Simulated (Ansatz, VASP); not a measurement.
## TaN: VASP beside Ansatz

```xyz
2
Lattice="2.9380 0.0000 0.0000 -1.4690 2.5317 0.0000 0.0000 0.0000 2.8830" Properties=species:S:1:pos:R:3 pbc="T T T"
Ta    0.0000    1.6878    1.4415
N     0.0000    0.0000    0.0000
```

Change from the starting cell: strain -0.0050 x Voigt [0, 1, 0, 0, 0, 0], atoms carried along.

Alike in both runs: task single point; functional PBEsol; k mesh 18 × 18 × 16; occupations gaussian, width 0.15 eV; no spin polarisation.

|  | VASP | Ansatz |
| --- | --- | --- |
| version | VASP 6.6.1 | Ansatz 0.2.0 |
| potentials or method | VASP PAW PBE potentials, release 64 (Ta_pv, N), cutoff 520 eV | scalar-relativistic, plane waves, PAW |
| valence electrons in the cell | 16 | 18 |

Ansatz gave:

- gap on the k mesh at the Fermi level (eV): none
- pressure (GPa): -3.2
- traceless stress, the component that is largest in VASP (GPa): 1.66
- rms of the force components (eV/Å): 0.005

**Question.** Estimate VASP's values.

**Answer.** gap on the k mesh at the Fermi level (eV): none; pressure (GPa): -2.4; traceless stress, the component that is largest in VASP (GPa): 1.60; rms of the force components (eV/Å): 0.005.

VASP's potentials were made for PBE, not for PBEsol. Atom by atom the forces differ by 0.000 eV/Å (rms over components). A gap of «none» marks a metal or a gap that the smearing closes. The functional is the same, so the differences come from potentials, cutoffs and numerics. VASP's potentials hold 16 valence electrons a cell and Ansatz's 18, so a difference there can come from the potentials and not from the codes.

Spin-orbit coupling is off throughout.
